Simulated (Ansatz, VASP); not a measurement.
## As in VASP and in Ansatz

```
CELL_PARAMETERS angstrom
4.16905 2.40700 4.77514
-4.16905 2.40700 4.77514
0.00000 -4.81400 4.77514
ATOMIC_POSITIONS crystal
As 0.03725 0.65289 0.03725
As 0.03725 0.03725 0.65289
As 0.65289 0.03725 0.03725
As 0.96275 0.34711 0.96275
As 0.34711 0.96275 0.96275
As 0.96275 0.96275 0.34711
As 0.28441 0.60451 0.28441
As 0.28441 0.28441 0.60451
As 0.60451 0.28441 0.28441
As 0.71559 0.39549 0.71559
As 0.39549 0.71559 0.71559
As 0.71559 0.71559 0.39549
```

Alike in both runs: functional PBE; k mesh 6 × 6 × 6; occupations gaussian, width 0.1 eV; no spin polarisation.

Ansatz relaxed the structure, and its values are those at the end. VASP's run is a single point on that final structure, the one shown.

|  | VASP | Ansatz |
| --- | --- | --- |
| version | VASP 6.6.1 | Ansatz 0.2.0 |
| potentials or method | VASP PAW PBE potentials, release 64 (As), cutoff 520 eV | scalar-relativistic, plane waves, PAW |
| valence electrons in the cell | 60 | 180 |

```tsv
	VASP	Ansatz	Ansatz less VASP
gap on the k mesh at the Fermi level (eV)	none	none	-
pressure (GPa)	0.2	0.0	-0.16
rms of the force components (eV/Å)	0.015	0.003	-0.0119
```

A gap of «none» marks a metal or a gap that the smearing closes. VASP's potentials hold 60 valence electrons a cell and Ansatz's 180, so a difference there can come from the potentials and not from the codes.
